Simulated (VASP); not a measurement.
Set up this calculation in VASP 6.6.1, as the native input.

```
Task                   : single point
Functional             : PBE
Potentials or basis    : VASP PAW PBE potentials, release 64 (Cd)
Cutoff                 : 520 eV
k mesh                 : 9 × 9 × 9
Occupations            : fermi-dirac, width 0.08 eV
Spin                   : no spin polarisation
Dipole correction      : no
Further INCAR settings : ALGO = Normal; EDIFF = 1e-06; NBANDS = 19
```

The structure of Cd lies in POSCAR:

```
Cd
1.0
    0.0000000000      3.3399999803      3.3399999803
    3.3399999803      0.0000000000      3.3399999803
    3.3399999803      3.3399999803      0.0000000000
Cd
2
Direct
    0.0000000000      0.0000000000      0.0000000000
    0.2500000000      0.2500000000      0.2500000000
```

These files were run (other wordings do the same):

INCAR

```
SYSTEM = Cd
ALGO = Normal ; EDIFF = 1E-6
ENCUT = 520 ; GGA = PE
ISIF = 2 ; ISMEAR = -1
LASPH = .True. ; LCHARG = .False.
LREAL = .False. ; LWAVE = .False.
NBANDS = 19 ; NELM = 60
PREC = Accurate ; SIGMA = 0.08
```

KPOINTS

```
k-points
0
Gamma
  9 9 9
  0 0 0
```

Potentials or basis: VASP PAW PBE potentials, release 64 (Cd).

Launch:

```sh
$ cat potpaw_PBE.64/Cd/POTCAR > POTCAR
$ mpirun -np 1 vasp_std > vasp.out
```

It gave:

| Property | Result |
| --- | --- |
| Pressure | 0.1 GPa |
| Band gap on the k mesh | zero (band 12 reaches 4.36 eV, above the bottom of band 13 at -0.29 eV) |

Wall time 30 s on 1 thread of Intel(R) Xeon(R) Platinum 8488C (Sapphire Rapids), on a shared host, peak memory 0.21 GiB.
